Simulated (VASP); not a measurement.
# Ga (C2/c) in VASP: notebook

Ga is run at these levels: LDA, PBEsol, r2SCAN, PBE; tasks: single point.

Everything below comes from runs of VASP 6.6.1. Logs are shortened: lines on timing, memory, paths and dates and some standing lists are left out, and cuts for length are marked.

## Step 1: The cell of the first run

The structure is monoclinic, space group C2/c (No. 15). The conventional cell has a = 2.766 Å, b = 8.053 Å, c = 3.332 Å, α = 90.00°, β = 92.02°, γ = 90.00°. Within 3.5 Å of Ga (site symmetry 2) lie 10 Ga at 2.69 to 3.33 Å.

## Step 2: Single point, LDA

File INCAR:

```
  ALGO = Normal
  EDIFF = 1E-7
  ENCUT = 520
  ISIF = 2
  ISMEAR = -1
  LASPH = T
  LCHARG = F
  LREAL = F
  LWAVE = F
  NBANDS = 20
  NELM = 100
  PREC = Accurate
  SIGMA = 0.05
```

File KPOINTS:

```
k-points
0
Gamma
  6 6 5
```

File POSCAR:

```
Ga
1.0
    1.3830000000     -4.0265000000      0.0000000000
    1.3830000000      4.0265000000      0.0000000000
   -0.1174474948      0.0000000000      3.3299294416
Ga
2
Direct
    0.1310000000      0.8690000000      0.7500000000
    0.8690000000      0.1310000000      0.2500000000
```

Potentials or basis: VASP PAW LDA potentials, release 64 (Ga_d).

Run with:

```sh
$ cat potpaw_LDA.64/Ga_d/POTCAR > POTCAR
$ mpirun -np 1 vasp_std > vasp.out
```

OUTCAR:

```text
EDIFF = 1E-7
   ENCUT = 520
   ISIF = 2
   ISMEAR = -1
   LASPH = T
   LREAL = F
   NELM = 100
   PREC = Accurate

 ion  position               nearest neighbor table
   1  0.131  0.869  0.750-   2 2.69   2 2.69   2 2.86   2 2.86   2 2.92   2 2.92
   2  0.869  0.131  0.250-   1 2.69   1 2.69   1 2.86   1 2.86   1 2.92   1 2.92

  LATTYP: Found a base centered monoclinic cell.
 ALAT       =     2.7660000000
 B/A-ratio  =     2.9114244396
 C/A-ratio  =     1.2046276211
 COS(beta)  =    -0.0352483478

  Lattice vectors:

 A1 = (   1.3830000000,  -4.0265000000,   0.0000000000)
 A2 = (   1.3830000000,   4.0265000000,   0.0000000000)
 A3 = (  -0.1174474948,   0.0000000000,   3.3299294416)

Analysis of symmetry for initial positions (statically):
=====================================================================
 Subroutine PRICEL returns:
 Original cell was already a primitive cell.

 Routine SETGRP: Setting up the symmetry group for a
 base centered monoclinic supercell.

 Subroutine GETGRP returns: Found  4 space group operations
 (whereof  2 operations were pure point group operations)
 out of a pool of  4 trial point group operations.

The static configuration has the point symmetry S_2 .
 The point group associated with its full space group is C_2h.

Analysis of symmetry for dynamics (positions and initial velocities):
=====================================================================
 Subroutine PRICEL returns:
 Original cell was already a primitive cell.

 Routine SETGRP: Setting up the symmetry group for a
 base centered monoclinic supercell.

 Subroutine GETGRP returns: Found  4 space group operations
 (whereof  2 operations were pure point group operations)
 out of a pool of  4 trial point group operations.

The dynamic configuration has the point symmetry S_2 .
 The point group associated with its full space group is C_2h.

 Subroutine INISYM returns: Found  4 space group operations
 (whereof  2 operations are pure point group operations),
 and found     1 'primitive' translations

----------------------------------------------------------------------------------------

                                     Primitive cell

  volume of cell :      37.0864

  direct lattice vectors                    reciprocal lattice vectors
     1.383000000 -4.026500000  0.000000000     0.361532899 -0.124177325  0.012751361
     1.383000000  4.026500000  0.000000000     0.361532899  0.124177325  0.012751361
    -0.117447495  0.000000000  3.329929442     0.000000000  0.000000000  0.300306663

  length of vectors
     4.257392541  4.257392541  3.332000000     0.382476983  0.382476983  0.300306663

  position of ions in fractional coordinates (direct lattice)
     0.131000000  0.869000000  0.750000000
     0.869000000  0.131000000  0.250000000

  ion indices of the primitive-cell ions
   primitive index   ion index
                 1           1
                 2           2

----------------------------------------------------------------------------------------

 KPOINTS: k-points

Automatic generation of k-mesh.
 Grid dimensions read from file:
 generate k-points for:    6    6    5

 Generating k-lattice:

  Cartesian coordinates                     Fractional coordinates (reciprocal lattice)
     0.060255483 -0.020696221  0.002125227     0.166666667  0.000000000  0.000000000
     0.060255483  0.020696221  0.002125227     0.000000000  0.166666667  0.000000000
     0.000000000  0.000000000  0.060061333     0.000000000  0.000000000  0.200000000

  Length of vectors
     0.063746164  0.063746164  0.060061333

  Shift w.r.t. Gamma in fractional coordinates (k-lattice)
     0.000000000  0.000000000  0.000000000

 Subroutine IBZKPT returns following result:
 ===========================================

 Found     55 irreducible k-points:

 Following reciprocal coordinates:
            Coordinates               Weight
  0.000000  0.000000  0.000000      1.000000
  0.166667  0.000000  0.000000      4.000000
  0.333333  0.000000  0.000000      4.000000
  0.500000 -0.000000  0.000000      2.000000
  0.166667  0.166667  0.000000      2.000000
  0.333333  0.166667  0.000000      4.000000
[... 16 lines left out ...]
 -0.333333  0.166667  0.200000      4.000000
 -0.166667  0.166667  0.200000      4.000000
 [... further k-points ...]
   k-points           NKPTS =     55   k-points in BZ     NKDIM =     55   number of bands    NBANDS=     20
   number of dos      NEDOS =    301   number of ions     NIONS =      2
   total plane-waves  NPLWV =  28672
   dimension x,y,z NGX =    32 NGY =   32 NGZ =   28
   dimension x,y,z NGXF=    64 NGYF=   64 NGZF=   56
   ions per type =               2
   NGX,Y,Z   is equivalent  to a cutoff of  12.50, 12.50, 13.97 a.u.
   NGXF,Y,Z  is equivalent  to a cutoff of  24.99, 24.99, 27.94 a.u.
 SYSTEM =  unknown system
   PREC   = accura    normal or accurate (medium, high low for compatibility)
   ISTART =      0    job   : 0-new  1-cont  2-samecut
   ICHARG =      2    charge: 1-file 2-atom 10-const
   ISPIN  =      1    spin polarized calculation?
   LNONCOLLINEAR =      F non collinear calculations
   LSORBIT =      F    spin-orbit coupling
   LASPH  =      T    aspherical Exc in radial PAW
   ENCUT  =  520.0 eV  38.22 Ry    6.18 a.u.   7.92  7.92  6.20*2*pi/ulx,y,z
   NELM   =    100;   NELMIN=  2; NELMDL= -5     # of ELM steps
   EDIFF  = 0.1E-06   stopping-criterion for ELM
   LREAL  =      F    real-space projection
   EDIFFG = 0.1E-05   stopping-criterion for IOM
   NSW    =      0    number of steps for IOM
   IBRION =     -1    ionic relax: 0-MD 1-quasi-New 2-CG
   NFREE  =      0    steps in history (QN), initial steepest desc. (CG)
   ISIF   =      2    stress and relaxation
   ISYM   =      2    0-nonsym 1-usesym 2-fastsym
   POTIM  = 0.5000    time-step for ionic-motion
   TEBEG  =    0.0;   TEEND  =   0.0 temperature during run
   PSTRESS=    0.0 pullay stress
   NELECT =      26.0000    total number of electrons
   NUPDOWN=      -1.0000    fix difference up-down
   EMIN   =  10.00;   EMAX   =-10.00  energy-range for DOS
   EFERMI =   0.00;   METHOD = LEGACY
   ISMEAR =    -1;   SIGMA  =   0.05  broadening in eV -4-tet -1-fermi 0-gaus
   EFERMI_NEDOS =   21; number of points for ismear=-14 and -15
   IALGO  =     38    algorithm
   IMIX   =      4    mixing-type and parameters
     AMIX     =   0.40;   BMIX     =  1.00
     AMIX_MAG =   1.60;   BMIX_MAG =  1.00
  volume/ion in A,a.u.               =      18.54       125.14
  Fermi-wavevector in a.u.,A,eV,Ry     =   1.454323  2.748273 28.777089  2.115056
  Thomas-Fermi vector in A             =   2.571487
   LORBIT       =      0    0 simple, 1 ext, 2 COOP (PROOUT), +10 PAW based schemes
   GGA     = CA    functional components
   LHFCALC =     F    Hartree Fock is set to
   AEXX    =    0.0000 exact exchange contribution
   IVDW    =     0    specifies the selected vdW correction
   LEPSILON=     F    determine dielectric tensor
   LRPA    =     F    only Hartree local field effects (RPA)
 non-spin polarized calculation
  energy-cutoff  :      520.00
  volume of cell :       37.09
 maximum number of plane-waves:      1014
   NGX = 15   NGY = 15   NGZ = 13

 number of electron      26.0000006 magnetization

 Free energy of the ion-electron system (eV)
  ---------------------------------------------------
  ext. energy  EPLUGINS =         0.00000000
  ---------------------------------------------------
  free energy    TOTEN  =        -7.09717344 eV

  energy without entropy =       -7.08756851  energy(sigma->0) =       -7.09237097

 E-fermi :   5.3290     XC(G=0): -11.3704

 val. band max:        5.2991214703   @ k =   0.1667   0.0000   0.4000
 cond. band min:       5.3497439388   @ k =  -0.1667  -0.1667   0.2000
 fundamental gap:      0.0506224685
 Fermi energy:         5.3290003542

 k-point     1 :       0.0000    0.0000    0.0000
  band No.  band energies     occupation
      1      -9.8445      2.00000
      2      -9.8292      2.00000
      3      -9.7918      2.00000
      4      -9.7702      2.00000
      5      -9.4956      2.00000
      6      -9.4943      2.00000
[... 12 lines left out ...]
     19      16.0311      0.00000
     20      18.5790      0.00000

 k-point     2 :       0.1667    0.0000    0.0000
  band No.  band energies     occupation
      1      -9.8236      2.00000
      2      -9.7931      2.00000
      3      -9.7352      2.00000
      4      -9.6701      2.00000
      5      -9.5440      2.00000
      6      -9.5406      2.00000
[... 12 lines left out ...]
     19      16.5522      0.00000
     20      20.0879      0.00000

 k-point     3 :       0.3333    0.0000    0.0000
  band No.  band energies     occupation
      1      -9.7857      2.00000
      2      -9.7417      2.00000
      3      -9.6711      2.00000
      4      -9.6473      2.00000
      5      -9.6416      2.00000
      6      -9.5375      2.00000
[... 12 lines left out ...]
     19      16.8311      0.00000
     20      18.3605      0.00000

 k-point     4 :       0.5000   -0.0000    0.0000
  band No.  band energies     occupation
      1      -9.7688      2.00000
      2      -9.7575      2.00000
      3      -9.6999      2.00000
      4      -9.6622      2.00000
      5      -9.6557      2.00000
      6      -9.5447      2.00000
[... 12 lines left out ...]
     19      16.2599      0.00000
     20      16.8885      0.00000

 k-point     5 :       0.1667    0.1667    0.0000
  band No.  band energies     occupation
      1      -9.8053      2.00000
      2      -9.7464      2.00000
      3      -9.6917      2.00000
      4      -9.6029      2.00000
      5      -9.6029      2.00000
      6      -9.5759      2.00000
[... 12 lines left out ...]
     19      17.6715      0.00000
     20      19.5442      0.00000
[... 353 lines left out ...]
      6      -9.5163      2.00000
[... 12 lines left out ...]
     19      16.0055      0.00000
     20      17.6825      0.00000

 k-point    22 :       0.5000    0.1667    0.2000
  band No.  band energies     occupation
      1      -9.7861      2.00000
      2      -9.7038      2.00000
      3      -9.6804      2.00000
      4      -9.6374      2.00000
      5      -9.6012      2.00000
      6      -9.5680      2.00000
[... 12 lines left out ...]
     19      16.4791      0.00000
     20      17.6975      0.00000

 k-point    23 :      -0.3333    0.1667    0.2000
  band No.  band energies     occupation
      1      -9.7905      2.00000
      2      -9.7586      2.00000
      3      -9.7047      2.00000
      4      -9.6260      2.00000
      5      -9.6002      2.00000
      6      -9.5444      2.00000
[... 12 lines left out ...]
     19      17.1842      0.00000
     20      18.0070      0.00000

 k-point    24 :      -0.1667    0.1667    0.2000
  band No.  band energies     occupation
      1      -9.8474      2.00000
      2      -9.8039      2.00000
      3      -9.7511      2.00000
      4      -9.6975      2.00000
      5      -9.5683      2.00000
      6      -9.5099      2.00000
[... 12 lines left out ...]
     19      17.4430      0.00000
     20      18.1633      0.00000

 [... further k-points ...]

------------------------ aborting loop because EDIFF is reached ----------------------------------------

  FORCE on cell =-STRESS in cart. coord.  units (eV):
  Direction    XX          YY          ZZ          XY          YZ          ZX
  --------------------------------------------------------------------------------------
  -------------------------------------------------------------------------------------
  Total       -0.2808421     -1.3214643     -0.9380684      0.0000000      0.0000000      0.1162836
  in kB      -12.1327113    -57.0888273    -40.5256674      0.0000000      0.0000000      5.0235896
  external PRESSURE =     -36.5824020 kB  Pullay stress =       0.0000000 kB

 VOLUME and BASIS-vectors are now :
 -----------------------------------------------------------------------------
  energy-cutoff  :      520.00
  volume of cell :       37.09
      direct lattice vectors                 reciprocal lattice vectors
     1.383000000 -4.026500000  0.000000000     0.361532899 -0.124177325  0.012751361
     1.383000000  4.026500000  0.000000000     0.361532899  0.124177325  0.012751361
    -0.117447495  0.000000000  3.329929442     0.000000000  0.000000000  0.300306663

 POSITION                                       TOTAL-FORCE (eV/Angst)
 -----------------------------------------------------------------------------------
      1.29491      2.97156      2.49745         0.000000     -0.159580     -0.000000
      1.35364     -2.97156      0.83248        -0.000000      0.159580      0.000000
 -----------------------------------------------------------------------------------
    total drift:                                0.000000      0.000000     -0.000000

  FREE ENERGIE OF THE ION-ELECTRON SYSTEM (eV)
  ---------------------------------------------------
  free  energy   TOTEN  =        -7.0971734395 eV

  energy  without entropy=       -7.0875685057  energy(sigma->0) =       -7.09237097
```

Wall time 22 s (1 thread of AMD EPYC 9R45 (Zen 5), shared host); peak memory 0.14 GiB.

What came out:

* Free energy: -7.0972 eV
* Pressure: -3.7 GPa
* Largest force: 0.160 eV/Å
* Band gap on the k mesh: zero (band 13 reaches 9.36 eV, above the bottom of band 14 at 2.19 eV)

Forces on the atoms (eV/Å):
```
Ga   0.000 -0.160  0.000
Ga   0.000  0.160  0.000
```

Caveat: the k points lie up to 0.40 Å⁻¹ apart.

## Step 3: Single point, PBEsol

File INCAR:

```
PREC = Accurate ; ENCUT = 520
EDIFF = 1E-6 ; ISMEAR = -1
SIGMA = 0.05 ; LREAL = False
LASPH = True ; NELM = 80
ALGO = Normal ; ISIF = 2
LWAVE = False ; LCHARG = False
GGA = PS ; NBANDS = 20
```

File KPOINTS:

```
Automatic mesh
0
Gamma
  6 6 5
```

POSCAR is that of step 2.

Potentials or basis: VASP PAW PBE potentials, release 64 (Ga_d).

Run with:

```sh
$ cat potpaw_PBE.64/Ga_d/POTCAR > POTCAR
$ mpirun -np 1 vasp_std > vasp.out
```

Wall time 21 s (1 thread of AMD EPYC 9R45 (Zen 5), shared host); peak memory 0.15 GiB.

The run converged. Its results:

| Item | Value |
| --- | --- |
| Free energy | -6.6359 eV |
| Pressure | -1.7 GPa |
| Largest force | 0.173 eV/Å |
| Band gap on the k mesh | zero (band 13 reaches 9.48 eV, above the bottom of band 14 at 2.27 eV) |

Forces on the atoms (eV/Å):
```
Ga   0.000 -0.173  0.000
Ga   0.000  0.173  0.000
```

Stress tensor (GPa, compression positive):
```
 0.63  0.00  0.51
 0.00 -3.63  0.00
 0.51  0.00 -2.17
```

Levels at points of the mesh, in eV from the Fermi level:
```
           k point  band 10  band 11  band 12  band 13  band 14  band 15  band 16  band 17
(0.00, 0.00, 0.00)   -14.51   -11.17    -2.03    -1.56     1.69     5.48     9.74    10.24
(0.50, 0.00, 0.00)   -14.52    -5.99    -4.97    -1.28     0.06     5.84     6.65     8.51
(0.50, 0.50, 0.00)   -14.56    -9.05    -8.54     4.05     4.63     5.87     6.11     7.61
```

Caveat: the k points lie up to 0.40 Å⁻¹ apart; the PAW data sets were made with another functional, which shifts forces and pressure a little.

[end of part 1 of 2]
